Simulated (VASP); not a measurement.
# Pb (Cmce) in VASP: single point with PBE

Aim: the single point of Pb with PBE.

Program: VASP 6.6.1. These are calculated values, not measurements. Logs are shortened: lines on timing, memory, paths and dates and some standing lists are left out, and cuts for length are marked.

**1. The cell of the first run**

The typed cell holds 4 atoms: a = 3.577 Å, b = 3.577 Å, c = 10.074 Å, α = 90.00°, β = 90.00°, γ = 84.68°.

**2. Single point, PBE**

File INCAR:

```
ALGO     = Fast           # electronic algorithm
EDIFF    = 1E-7           # SCF threshold, eV
ENCUT    = 520            # plane-wave cutoff, eV
GGA      = PE             # functional
ISIF     = 2              # what is computed and relaxed
ISMEAR   = 0              # smearing method
LASPH    = True           # aspherical terms in the spheres
LCHARG   = False          # write CHGCAR
LREAL    = False          # projectors in reciprocal space
LWAVE    = False          # write WAVECAR
NBANDS   = 36             # bands
NELM     = 100            # most SCF steps
PREC     = Accurate       # precision mode
SIGMA    = 0.1            # smearing width, eV
```

File KPOINTS:

```
k-points
0
Gamma
  6 6 2
```

File POSCAR:

```
Pb
1.0
    2.6439267185     -2.4092185014      0.0000000000
    2.6439267185      2.4092185014      0.0000000000
    0.0000000000      0.0000000000     10.0735161140
Pb
4
Direct
    0.7500859461      0.2499140539      0.1246663574
    0.7499140539      0.2500859461      0.6246663574
    0.2499140539      0.7500859461      0.8753336426
    0.2500859461      0.7499140539      0.3753336426
```

Potentials or basis: VASP PAW PBE potentials, release 64 (Pb_d).

Run with:

```
$ cat potpaw_PBE.64/Pb_d/POTCAR > POTCAR
$ mpirun -np 1 vasp_std > vasp.out
```

OUTCAR:

```text
EDIFF = 1E-7
   ENCUT = 520
   GGA = PE
   ISIF = 2
   ISMEAR = 0
   LASPH = True
   LREAL = False
   NELM = 100
   PREC = Accurate

 ion  position               nearest neighbor table
   1  0.750  0.250  0.125-   3 3.48   3 3.48   4 3.49   4 3.49   3 3.65   3 3.65   4 3.66   4 3.66

   2  0.750  0.250  0.625-   4 3.48   4 3.48   3 3.49   3 3.49   4 3.65   4 3.65   3 3.66   3 3.66

   3  0.250  0.750  0.875-   1 3.48   1 3.48   2 3.49   2 3.49   1 3.65   1 3.65   2 3.66   2 3.66

   4  0.250  0.750  0.375-   2 3.48   2 3.48   1 3.49   1 3.49   2 3.65   2 3.65   1 3.66   1 3.66

  LATTYP: Found a base centered orthorhombic cell.
 ALAT       =     4.8184370028
 B/A-ratio  =     1.0974208927
 C/A-ratio  =     2.0906190344

  Lattice vectors:

 A1 = (  -2.6439267185,  -2.4092185014,   0.0000000000)
 A2 = (   2.6439267185,  -2.4092185014,   0.0000000000)
 A3 = (   0.0000000000,   0.0000000000,  10.0735161140)

Analysis of symmetry for initial positions (statically):
=====================================================================
 Subroutine PRICEL returns:
 Original cell was already a primitive cell.

 Routine SETGRP: Setting up the symmetry group for a
 base centered orthorhombic supercell.

 Subroutine GETGRP returns: Found  8 space group operations
 (whereof  4 operations were pure point group operations)
 out of a pool of  8 trial point group operations.

The static configuration has the point symmetry C_2h.
 The point group associated with its full space group is D_2h.

Analysis of symmetry for dynamics (positions and initial velocities):
=====================================================================
 Subroutine PRICEL returns:
 Original cell was already a primitive cell.

 Routine SETGRP: Setting up the symmetry group for a
 base centered orthorhombic supercell.

 Subroutine GETGRP returns: Found  8 space group operations
 (whereof  4 operations were pure point group operations)
 out of a pool of  8 trial point group operations.

The dynamic configuration has the point symmetry C_2h.
 The point group associated with its full space group is D_2h.

 Subroutine INISYM returns: Found  8 space group operations
 (whereof  4 operations are pure point group operations),
 and found     1 'primitive' translations

----------------------------------------------------------------------------------------

                                     Primitive cell

  volume of cell :     128.3325

  direct lattice vectors                    reciprocal lattice vectors
     2.643926718 -2.409218501  0.000000000     0.189112654 -0.207536178  0.000000000
     2.643926718  2.409218501  0.000000000     0.189112654  0.207536178  0.000000000
     0.000000000  0.000000000 10.073516114     0.000000000  0.000000000  0.099270204

  length of vectors
     3.576965513  3.576965513 10.073516114     0.280775464  0.280775464  0.099270204

  position of ions in fractional coordinates (direct lattice)
     0.750085946  0.249914054  0.124666357
     0.749914054  0.250085946  0.624666357
     0.249914054  0.750085946  0.875333643
     0.250085946  0.749914054  0.375333643

  ion indices of the primitive-cell ions
   primitive index   ion index
                 1           1
                 2           2
                 3           3
                 4           4

----------------------------------------------------------------------------------------

 KPOINTS: k-points

Automatic generation of k-mesh.
 Grid dimensions read from file:
 generate k-points for:    6    6    2

 Generating k-lattice:

  Cartesian coordinates                     Fractional coordinates (reciprocal lattice)
     0.031518776 -0.034589363  0.000000000     0.166666667 -0.000000000  0.000000000
     0.031518776  0.034589363  0.000000000    -0.000000000  0.166666667  0.000000000
     0.000000000  0.000000000  0.049635102     0.000000000  0.000000000  0.500000000

  Length of vectors
     0.046795911  0.046795911  0.049635102

  Shift w.r.t. Gamma in fractional coordinates (k-lattice)
     0.000000000  0.000000000  0.000000000

 Subroutine IBZKPT returns following result:
 ===========================================

 Found     26 irreducible k-points:

 Following reciprocal coordinates:
            Coordinates               Weight
  0.000000  0.000000  0.000000      1.000000
  0.166667 -0.000000  0.000000      4.000000
  0.333333  0.000000  0.000000      4.000000
  0.500000 -0.000000  0.000000      2.000000
  0.166667  0.166667  0.000000      2.000000
  0.333333  0.166667  0.000000      4.000000
[... 16 lines left out ...]
  0.333333  0.333333  0.500000      2.000000
  0.500000  0.333333  0.500000      4.000000
 [... further k-points ...]
   k-points           NKPTS =     26   k-points in BZ     NKDIM =     26   number of bands    NBANDS=     36
   number of dos      NEDOS =    301   number of ions     NIONS =      4
   total plane-waves  NPLWV =  62720
   dimension x,y,z NGX =    28 NGY =   28 NGZ =   80
   dimension x,y,z NGXF=    56 NGYF=   56 NGZF=  160
   ions per type =               4
   NGX,Y,Z   is equivalent  to a cutoff of  13.01, 13.01, 13.20 a.u.
   NGXF,Y,Z  is equivalent  to a cutoff of  26.03, 26.03, 26.41 a.u.
 SYSTEM =  unknown system
   PREC   = accura    normal or accurate (medium, high low for compatibility)
   ISTART =      0    job   : 0-new  1-cont  2-samecut
   ICHARG =      2    charge: 1-file 2-atom 10-const
   ISPIN  =      1    spin polarized calculation?
   LNONCOLLINEAR =      F non collinear calculations
   LSORBIT =      F    spin-orbit coupling
   LASPH  =      T    aspherical Exc in radial PAW
   ENCUT  =  520.0 eV  38.22 Ry    6.18 a.u.   6.65  6.65 18.73*2*pi/ulx,y,z
   NELM   =    100;   NELMIN=  2; NELMDL= -5     # of ELM steps
   EDIFF  = 0.1E-06   stopping-criterion for ELM
   LREAL  =      F    real-space projection
   EDIFFG = 0.1E-05   stopping-criterion for IOM
   NSW    =      0    number of steps for IOM
   IBRION =     -1    ionic relax: 0-MD 1-quasi-New 2-CG
   NFREE  =      0    steps in history (QN), initial steepest desc. (CG)
   ISIF   =      2    stress and relaxation
   ISYM   =      2    0-nonsym 1-usesym 2-fastsym
   POTIM  = 0.5000    time-step for ionic-motion
   TEBEG  =    0.0;   TEEND  =   0.0 temperature during run
   PSTRESS=    0.0 pullay stress
   NELECT =      56.0000    total number of electrons
   NUPDOWN=      -1.0000    fix difference up-down
   EMIN   =  10.00;   EMAX   =-10.00  energy-range for DOS
   EFERMI =   0.00;   METHOD = LEGACY
   ISMEAR =     0;   SIGMA  =   0.10  broadening in eV -4-tet -1-fermi 0-gaus
   EFERMI_NEDOS =   21; number of points for ismear=-14 and -15
   IALGO  =     68    algorithm
   IMIX   =      4    mixing-type and parameters
     AMIX     =   0.40;   BMIX     =  1.00
     AMIX_MAG =   1.60;   BMIX_MAG =  1.00
  volume/ion in A,a.u.               =      32.08       216.51
  Fermi-wavevector in a.u.,A,eV,Ry     =   1.241725  2.346519 20.978550  1.541880
  Thomas-Fermi vector in A             =   2.376110
   LORBIT       =      0    0 simple, 1 ext, 2 COOP (PROOUT), +10 PAW based schemes
   GGA     = PE    functional components
   LHFCALC =     F    Hartree Fock is set to
   AEXX    =    0.0000 exact exchange contribution
   IVDW    =     0    specifies the selected vdW correction
   LEPSILON=     F    determine dielectric tensor
   LRPA    =     F    only Hartree local field effects (RPA)
 non-spin polarized calculation
 RMM-DIIS sequential band-by-band and
 Gauss-broadening in eV      SIGMA  =   0.10
  energy-cutoff  :      520.00
  volume of cell :      128.33
 maximum number of plane-waves:      3478
 NGX is ok and might be reduce to    28
   NGX = 13   NGY = 13   NGZ = 37

 number of electron      56.0000016 magnetization

 Free energy of the ion-electron system (eV)
  ---------------------------------------------------
  ext. energy  EPLUGINS =         0.00000000
  ---------------------------------------------------
  free energy    TOTEN  =       -14.18029065 eV

  energy without entropy =      -14.16621134  energy(sigma->0) =      -14.17325099

 E-fermi :   6.7490     XC(G=0):  -9.9156

 val. band max:        6.7131278431   @ k =   0.5000   0.3333   0.5000
 cond. band min:       6.7885222321   @ k =   0.1667  -0.0000   0.0000
 fundamental gap:      0.0753943890
 Fermi energy:         6.7490283549

 k-point     1 :       0.0000    0.0000    0.0000
  band No.  band energies     occupation
      1     -10.4930      2.00000
      2     -10.4316      2.00000
      3     -10.4261      2.00000
      4     -10.4239      2.00000
      5     -10.4194      2.00000
      6     -10.3565      2.00000
[... 28 lines left out ...]
     35      13.1927      0.00000
     36      13.5968      0.00000

 k-point     2 :       0.1667   -0.0000    0.0000
  band No.  band energies     occupation
      1     -10.4568      2.00000
      2     -10.4065      2.00000
      3     -10.4013      2.00000
      4     -10.3993      2.00000
      5     -10.3953      2.00000
      6     -10.3416      2.00000
[... 28 lines left out ...]
     35      12.2207      0.00000
     36      12.6823      0.00000

 k-point     3 :       0.3333    0.0000    0.0000
  band No.  band energies     occupation
      1     -10.4096      2.00000
      2     -10.3865      2.00000
      3     -10.3856      2.00000
      4     -10.3768      2.00000
      5     -10.3726      2.00000
      6     -10.3710      2.00000
[... 28 lines left out ...]
     35      11.8242      0.00000
     36      12.9443      0.00000
[... 742 lines left out ...]
 k-point    23 :       0.3333    0.3333    0.5000
  band No.  band energies     occupation
      1     -10.4451      2.00000
      2     -10.4451      2.00000
      3     -10.4131      2.00000
      4     -10.4131      2.00000
      5     -10.3647      2.00000
      6     -10.3647      2.00000
[... 28 lines left out ...]
     35       9.3156      0.00000
     36       9.3156      0.00000

 k-point    24 :       0.5000    0.3333    0.5000
  band No.  band energies     occupation
      1     -10.4584      2.00000
      2     -10.4584      2.00000
      3     -10.4312      2.00000
      4     -10.4312      2.00000
      5     -10.3592      2.00000
      6     -10.3592      2.00000
[... 28 lines left out ...]
     35       9.8625      0.00000
     36       9.8625      0.00000

 [... further k-points ...]

------------------------ aborting loop because EDIFF is reached ----------------------------------------

  FORCE on cell =-STRESS in cart. coord.  units (eV):
  Direction    XX          YY          ZZ          XY          YZ          ZX
  --------------------------------------------------------------------------------------
  -------------------------------------------------------------------------------------
  Total       -0.0067795      0.0742439     -0.1557963      0.0000000      0.0000000      0.0000000
  in kB       -0.0846392      0.9269035     -1.9450510      0.0000000      0.0000000      0.0000000
  external PRESSURE =      -0.3675956 kB  Pullay stress =       0.0000000 kB

 VOLUME and BASIS-vectors are now :
 -----------------------------------------------------------------------------
  energy-cutoff  :      520.00
  volume of cell :      128.33
      direct lattice vectors                 reciprocal lattice vectors
     2.643926718 -2.409218501  0.000000000     0.189112654 -0.207536178  0.000000000
     2.643926718  2.409218501  0.000000000     0.189112654  0.207536178  0.000000000
     0.000000000  0.000000000 10.073516114     0.000000000  0.000000000  0.099270204

 POSITION                                       TOTAL-FORCE (eV/Angst)
 -----------------------------------------------------------------------------------
      2.64393     -1.20502      1.25583         0.000000      0.000376      0.007286
      2.64393     -1.20420      6.29259         0.000000     -0.000376      0.007286
      2.64393      1.20502      8.81769         0.000000     -0.000376     -0.007286
      2.64393      1.20420      3.78093         0.000000      0.000376     -0.007286
 -----------------------------------------------------------------------------------
    total drift:                                0.000000      0.000000      0.000000

  FREE ENERGIE OF THE ION-ELECTRON SYSTEM (eV)
  ---------------------------------------------------
  free  energy   TOTEN  =       -14.1802906462 eV

  energy  without entropy=      -14.1662113428  energy(sigma->0) =      -14.17325099
```

It took 2 min on 1 thread of Intel Xeon Platinum 8488C (Sapphire Rapids), shared host; peak memory 0.27 GiB.

Results:

* Free energy: -14.1803 eV
* Pressure: 0.0 GPa
* Largest force: 0.007 eV/Å
* Band gap on the k mesh: zero (bands 28 and 29 overlap by 3.18 eV)

Forces on the atoms (eV/Å):
```
Pb   0.000  0.000  0.007
Pb   0.000  0.000  0.007
Pb   0.000  0.000 -0.007
Pb   0.000  0.000 -0.007
```

Caveat: spin-orbit coupling is left out, which moves the levels of the heavy elements.
